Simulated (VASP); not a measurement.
Write the native input for VASP 6.6.1 that does the following.

- Task: single point
- Functional: B3LYP
- Potentials or basis: VASP PAW PBE potentials, release 64 (Al, N)
- Cutoff: 520 eV
- k mesh: 5 × 5 × 5
- Occupations: fermi-dirac, width 0.05 eV
- Spin: no spin polarisation
- Dipole correction: no
- Grid for exact exchange (PRECFOCK): Normal
- Further INCAR settings: ALGO = Normal; EDIFF = 1e-06; NBANDS = 11
- Share of exact exchange: 0.2

Crystal: AlN.

```
Al N
1.0
     0.00000    2.19263    2.19263
     2.19263    0.00000    2.19263
     2.19263    2.19263    0.00000
Al N
1 1
Cartesian
  0.0000 0.0000 0.0000
  1.0963 1.0963 1.0963
```

The input as run:

POSCAR

```
AlN
1.0
    0.0000000000      2.1926303833      2.1926303833
    2.1926303833      0.0000000000      2.1926303833
    2.1926303833      2.1926303833      0.0000000000
Al N
1 1
Direct
    0.0000000000      0.0000000000      0.0000000000
    0.2500000000      0.2500000000      0.2500000000
```

INCAR.step1

```
SYSTEM = AlN
  PREC = Accurate
  ENCUT = 520
  EDIFF = 1E-5
  ISMEAR = -1
  SIGMA = 0.05
  LREAL = .FALSE.
  LASPH = .TRUE.
  NELM = 100
  ALGO = Normal
  ISIF = 2
  LWAVE = .TRUE.
  LCHARG = .FALSE.
  GGA = PE
  NBANDS = 11
```

INCAR.step2

```
SYSTEM = AlN
  PREC = Accurate
  ENCUT = 520
  EDIFF = 1E-6
  ISMEAR = -1
  SIGMA = 0.05
  LREAL = .FALSE.
  LASPH = .TRUE.
  NELM = 100
  ALGO = Normal
  ISIF = 2
  LWAVE = .FALSE.
  LCHARG = .FALSE.
  GGA = B3
  LHFCALC = .TRUE.
  AEXX = 0.2
  AGGAX = 0.72
  AGGAC = 0.81
  ALDAC = 0.19
  PRECFOCK = Normal
  ISTART = 1
  NBANDS = 11
```

KPOINTS

```
regular mesh
0
G
  5 5 5
  0 0 0
```

Potentials or basis: VASP PAW PBE potentials, release 64 (Al, N).

Run with:

```console
$ cat potpaw_PBE.64/Al/POTCAR potpaw_PBE.64/N/POTCAR > POTCAR
$ cp INCAR.step1 INCAR
$ mpirun -np 1 vasp_std > vasp.out
$ cp INCAR.step2 INCAR
$ mpirun -np 1 vasp_std > vasp.out
```

Results of the run:

| Item | Value |
| --- | --- |
| Pressure | 0.6 GPa |
| Band gap on the k mesh | 5.84 eV (least direct gap 6.08 eV) |

Caveat: the k points lie up to 0.50 Å⁻¹ apart; the PAW data sets were made with another functional, which shifts forces and pressure a little; an odd mesh through Γ misses points on the zone boundary, where band edges can lie.

Run time: 100 s on 1 thread of Intel(R) Xeon(R) Platinum 8488C (Sapphire Rapids), on a shared host, peak memory 0.14 GiB.
